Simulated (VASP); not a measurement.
Set up this calculation in VASP 6.6.1, as the native input.

* Task: single point
* Functional: r2SCAN
* Potentials or basis: VASP PAW PBE potentials, release 64 (Hg)
* Cutoff: 520 eV
* k mesh: 5 × 5 × 5
* Occupations: fermi-dirac, width 0.1 eV
* Spin: no spin polarisation
* Dipole correction: no
* Further INCAR settings: ALGO = Normal; EDIFF = 1e-06; NBANDS = 12

The system is Hg.

```
CELL_PARAMETERS angstrom
1.87786 1.08418 2.15473
-1.87786 1.08418 2.15473
0.00000 -2.16837 2.15473
ATOMIC_POSITIONS crystal
Hg 0.00000 0.00000 0.00000
```

The input as run:

POSCAR

```
Hg
1.0
    1.8778599936      1.0841829728      2.1547276236
   -1.8778599936      1.0841829728      2.1547276236
    0.0000000000     -2.1683659456      2.1547276235
Hg
1
Direct
    0.0000000000      0.0000000000      0.0000000000
```

INCAR.step1

```
SYSTEM = Hg
PREC = Accurate
ENCUT = 520
ISMEAR = -1
SIGMA = 0.1
LREAL = .False.
LASPH = .True.
NELM = 100
NBANDS = 12
GGA = PE
ALGO = Normal
EDIFF = 1E-4
LWAVE = .True.
LCHARG = .False.
```

INCAR.step2

```
SYSTEM = Hg
PREC = Accurate
ENCUT = 520
EDIFF = 1E-6
ISMEAR = -1
SIGMA = 0.1
LREAL = .False.
LASPH = .True.
NELM = 100
ALGO = Normal
ISIF = 2
LWAVE = .False.
LCHARG = .False.
METAGGA = R2SCAN
LMIXTAU = .True.
NBANDS = 12
ISTART = 1
```

KPOINTS

```
regular mesh
0
Gamma
  5 5 5
  0 0 0
```

Potentials or basis: VASP PAW PBE potentials, release 64 (Hg).

Launch:

```console
$ cat potpaw_PBE.64/Hg/POTCAR > POTCAR
$ cp INCAR.step1 INCAR
$ mpirun -np 1 vasp_std > vasp.out
$ cp INCAR.step2 INCAR
$ mpirun -np 1 vasp_std > vasp.out
```

It gave:

* Pressure: 1.4 GPa
* Band gap on the k mesh: zero (bands 6 and 7 overlap by 0.17 eV)

Caveat: the k points lie up to 0.43 Å⁻¹ apart; the PAW data sets were made with another functional, which shifts forces and pressure a little; spin-orbit coupling is left out, which moves the levels of the heavy elements.

Wall time 10 s on 1 thread of AMD EPYC 9R45 96-Core Processor (Zen 5), on a shared host, peak memory 0.11 GiB.
